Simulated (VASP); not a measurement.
# WS2 (Tungstenite) (R3m) in VASP: further runs, part 2 of 2

VASP 6.6.1. The steps go on from the part before.

## Step 5: Single point, LDA

The input, INCAR:

```
SYSTEM = WS2
PREC = Accurate
ENCUT = 500
EDIFF = 1E-6
ISMEAR = 0
SIGMA = 0.01
LREAL = .False.
LASPH = .True.
NELM = 120
ALGO = Normal
ISIF = 2
LWAVE = .False.
LCHARG = .True.
LELF = .True.
LVHAR = .True.
NBANDS = 20
GGA_COMPAT = .False.
```

The input, KPOINTS:

```
Automatic mesh
0
Gamma
  4 4 4
  0 0 0
```

The input, POSCAR:

```
WS2
1.0
    1.5858867090      0.9156121184      6.2374759783
   -1.5858867090      0.9156121184      6.2374759783
    0.0000000000     -1.8312242367      6.2374759783
W S
1 2
Direct
    0.0006662242      0.0006662242      0.0006662242
    0.2505579538      0.2505579538      0.2505579538
    0.4174758221      0.4174758221      0.4174758221
```

Potentials or basis: VASP PAW LDA potentials, release 64 (W_sv, S).

Command:

```bash
cat potpaw_LDA.64/W_sv/POTCAR potpaw_LDA.64/S/POTCAR > POTCAR
mpirun -np 1 vasp_std > vasp.out
```

OUTCAR:

```text
SYSTEM = WS2
   PREC = Accurate
   ENCUT = 500
   EDIFF = 1E-6
   ISMEAR = 0
   LREAL = .False.
   LASPH = .True.
   NELM = 120
   ISIF = 2

 ion  position               nearest neighbor table
   1  0.001  0.001  0.001-   2 2.41   2 2.41   2 2.41   3 2.41   3 2.41   3 2.41
   2  0.251  0.251  0.251-   1 2.41   1 2.41   1 2.41
   3  0.417  0.417  0.417-   1 2.41   1 2.41   1 2.41

  LATTYP: Found a trigonal (rhomboedric) cell.
 ALAT       =     6.5007298656
 COS(alpha) =     0.8809717426

  Lattice vectors:

 A1 = (   1.5858867090,   0.9156121184,   6.2374759783)
 A2 = (  -1.5858867090,   0.9156121184,   6.2374759783)
 A3 = (   0.0000000000,  -1.8312242367,   6.2374759783)

Analysis of symmetry for initial positions (statically):
=====================================================================
 Subroutine PRICEL returns:
 Original cell was already a primitive cell.

 Routine SETGRP: Setting up the symmetry group for a
 trigonal (rhombohedral) supercell.

 Subroutine GETGRP returns: Found  6 space group operations
 (whereof  6 operations were pure point group operations)
 out of a pool of 12 trial point group operations.

[... 149 lines left out ...]

  energy without entropy =      -26.28788432  energy(sigma->0) =      -26.28788432

 E-fermi :   7.1871     XC(G=0): -11.1126

 val. band max:        7.0731503797   @ k =   0.5000   0.5000   0.5000
 cond. band min:       8.4147744806   @ k =   0.2500   0.0000  -0.0000
 fundamental gap:      1.3416241009
 Fermi energy:         7.1871247685

 k-point     1 :       0.0000    0.0000    0.0000
  band No.  band energies     occupation
      1     -67.1033      2.00000
      2     -31.6208      2.00000
      3     -31.4513      2.00000
      4     -31.4513      2.00000
      5      -8.4213      2.00000
      6      -6.4585      2.00000
[... 288 lines left out ...]
     19      15.2706      0.00000
     20      16.4082      0.00000

------------------------ aborting loop because EDIFF is reached ----------------------------------------

  FORCE on cell =-STRESS in cart. coord.  units (eV):
  Direction    XX          YY          ZZ          XY          YZ          ZX
  --------------------------------------------------------------------------------------
  -------------------------------------------------------------------------------------
  Total       -1.7703139     -1.7703139     -1.3107235      0.0000000     -0.0000000      0.0000000
  in kB      -52.1935726    -52.1935726    -38.6436222      0.0000000     -0.0000000      0.0000000
  external PRESSURE =     -47.6769224 kB  Pullay stress =       0.0000000 kB

 VOLUME and BASIS-vectors are now :
 -----------------------------------------------------------------------------
  energy-cutoff  :      500.00
  volume of cell :       54.34
      direct lattice vectors                 reciprocal lattice vectors
     1.585886709  0.915612118  6.237475978     0.315281033  0.182027589  0.053440420
    -1.585886709  0.915612118  6.237475978    -0.315281033  0.182027589  0.053440420
     0.000000000 -1.831224237  6.237475978     0.000000000 -0.364055179  0.053440420

 POSITION                                       TOTAL-FORCE (eV/Angst)
 -----------------------------------------------------------------------------------
      0.00000      0.00000      0.01247         0.000000     -0.000000     -0.003911
      0.00000      0.00000      4.68855         0.000000      0.000000      0.309742
      0.00000      0.00000      7.81199         0.000000     -0.000000     -0.305831
 -----------------------------------------------------------------------------------
    total drift:                                0.000000      0.000000     -0.000209

  FREE ENERGIE OF THE ION-ELECTRON SYSTEM (eV)
  ---------------------------------------------------
  free  energy   TOTEN  =       -26.2878843164 eV

  energy  without entropy=      -26.2878843164  energy(sigma->0) =      -26.28788432
```

Run time: 36 s. Hardware: 1 thread of Intel Xeon Platinum 8375C at 2.90GHz (Ice Lake), shared host; peak memory 0.24 GiB.

Results:

```yaml
Free_energy: -26.2879 eV
Pressure: -4.8 GPa
Largest_force: 0.310 eV/Å
Band_gap_on_the_k_mesh: 1.34 eV, indirect (least direct gap 2.28 eV)
```

Forces in eV/Å, atoms in the order of the input:
```
W    0.000  0.000 -0.004
S    0.000  0.000  0.310
S    0.000  0.000 -0.306
```

Stress tensor (GPa, compression positive):
```
-5.22  0.00  0.00
 0.00 -5.22  0.00
 0.00  0.00 -3.86
```

Caveat: the k points lie up to 0.58 Å⁻¹ apart; spin-orbit coupling is left out, which moves the levels of the heavy elements.

## Step 6: Single point, HSE06

POSCAR is that of step 5.

The input, INCAR.step1:

```
PREC = Accurate ; ENCUT = 520
EDIFF = 1E-5 ; ISMEAR = 0
SIGMA = 0.01 ; LREAL = F
LASPH = T ; NELM = 100
ALGO = Normal ; ISIF = 2
LWAVE = T ; LCHARG = F
NBANDS = 20 ; GGA = PE
```

The input, INCAR.step2:

```
PREC = Accurate ; ENCUT = 520
EDIFF = 1E-7 ; ISMEAR = 0
SIGMA = 0.01 ; LREAL = F
LASPH = T ; NELM = 100
ALGO = Normal ; ISIF = 2
LWAVE = F ; LCHARG = F
GGA = PE ; LHFCALC = T
HFSCREEN = 0.2079 ; PRECFOCK = Normal
NBANDS = 20 ; ISTART = 1
```

The input, KPOINTS:

```
regular mesh
0
Gamma
  4 4 4
```

Potentials or basis: VASP PAW PBE potentials, release 64 (W_sv, S).

Command:

```bash
cat potpaw_PBE.64/W_sv/POTCAR potpaw_PBE.64/S/POTCAR > POTCAR
cp INCAR.step1 INCAR
mpirun -np 1 vasp_std > vasp.out
cp INCAR.step2 INCAR
mpirun -np 1 vasp_std > vasp.out
```

Run time: 67 min. Hardware: 1 thread of AMD EPYC 9R45 (Zen 5), shared host; peak memory 0.42 GiB.

It converged, with:

- Free energy: -28.1464 eV
- Pressure: -2.1 GPa
- Largest force: 0.416 eV/Å
- Band gap on the k mesh: 1.98 eV, indirect (least direct gap 2.99 eV)

Forces on the atoms (eV/Å):
```
W    0.000  0.000 -0.001
S    0.000  0.000  0.416
S    0.000  0.000 -0.415
```

Stress tensor (GPa, compression positive):
```
-2.42  0.00  0.00
 0.00 -2.42  0.00
 0.00  0.00 -1.51
```

Levels at points of the mesh, in eV from the valence-band top:
```
           k point  band 10  band 11  band 12  band 13  band 14  band 15  band 16  band 17
(0.00, 0.00, 0.00)    -2.56    -2.56    -1.91    -1.22     2.91     2.91     3.17     3.17
(0.50, 0.00, 0.00)    -4.63    -2.97    -2.14    -1.90     2.96     3.29     4.44     4.78
(0.50, 0.50, 0.00)    -4.55    -3.55    -2.32    -1.76     2.91     3.45     4.00     5.26
(0.50, 0.50, 0.50)    -4.00    -2.53    -2.53     0.00     2.99     2.99     3.05     3.05
```

Caveat: the k points lie up to 0.58 Å⁻¹ apart; the PAW data sets were made with another functional, which shifts forces and pressure a little; spin-orbit coupling is left out, which moves the levels of the heavy elements.

## Step 7: The runs side by side

| level | potentials or basis | k mesh | cutoff (eV) | grid for exact exchange (PRECFOCK) | screening parameter | gap on the mesh (eV) | pressure (GPa) | largest force (eV/Å) |
| --- | --- | --- | --- | --- | --- | --- | --- | --- |
| PBE | VASP PAW PBE potentials, release 64 (W_sv, S) | 6 × 6 × 6 | 520 | - | - | 1.09 | 3.2 | 0.20 |
| PBE | VASP PAW PBE potentials, release 64 (W_sv, S) | 2 × 2 × 2 | 500 | - | - | 1.99 | 6.3 | 0.55 |
| LDA | VASP PAW LDA potentials, release 64 (W_sv, S) | 4 × 4 × 4 | 500 | - | - | 1.34 | -4.8 | 0.31 |
| HSE06 | VASP PAW PBE potentials, release 64 (W_sv, S) | 4 × 4 × 4 | 520 | Normal | 0.2079 1/Å | 1.98 | -2.1 | 0.42 |

Alike in all rows: task single point; no spin polarisation; cell as given; smearing gaussian 0.01 eV.

Caveats: some runs use coarse meshes; spin-orbit coupling is left out, which moves the levels of the heavy elements; the PAW data sets were made with another functional, which shifts forces and pressure a little (some runs).

Absolute energies hang on the potentials; compare differences alone.
